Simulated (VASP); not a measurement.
Here is a VASP 6.6.1 calculation.

File INCAR:

```
SYSTEM = Ir
  PREC = Accurate
  ENCUT = 600
  EDIFF = 1E-7
  ISMEAR = -1
  SIGMA = 0.05
  LREAL = .False.
  LASPH = .True.
  NELM = 100
  ALGO = Normal
  ISIF = 4
  LWAVE = .False.
  LCHARG = .False.
  GGA = PE
  IBRION = 2
  NSW = 50
  EDIFFG = -0.005
```

The input KPOINTS:

```
regular mesh
0
Gamma
  18 18 18
  0 0 0
```

The input POSCAR:

```
Ir
1.0
   -2.0464370230      2.0464370230      1.1616944042
    2.0464370230     -2.0464370230      1.1616944042
    2.0464370230      2.0464370230     -1.1616944042
Ir
2
Direct
   -0.3750000000     -0.1250000000     -0.2500000000
    0.3750000000      0.1250000000      0.2500000000
```

Potentials or basis: VASP PAW PBE potentials, release 64 (Ir).

The run is started by

```bash
$ cat potpaw_PBE.64/Ir/POTCAR > POTCAR
$ mpirun -np 1 vasp_std > vasp.out
```

**Question.** Estimate the band gap on the k mesh.

**Answer.** Zero (bands 9 and 10 overlap by 5.50 eV).

Final structure:
```
Ir
1.0
    -2.06476    2.06476    1.14117
     2.06476   -2.06476    1.14117
     2.06476    2.06476   -1.14117
Ir
2
Direct
  0.62500 0.87500 0.75000
  0.37500 0.12500 0.25000
```

Caveat: spin-orbit coupling is left out, which moves the levels of the heavy elements.
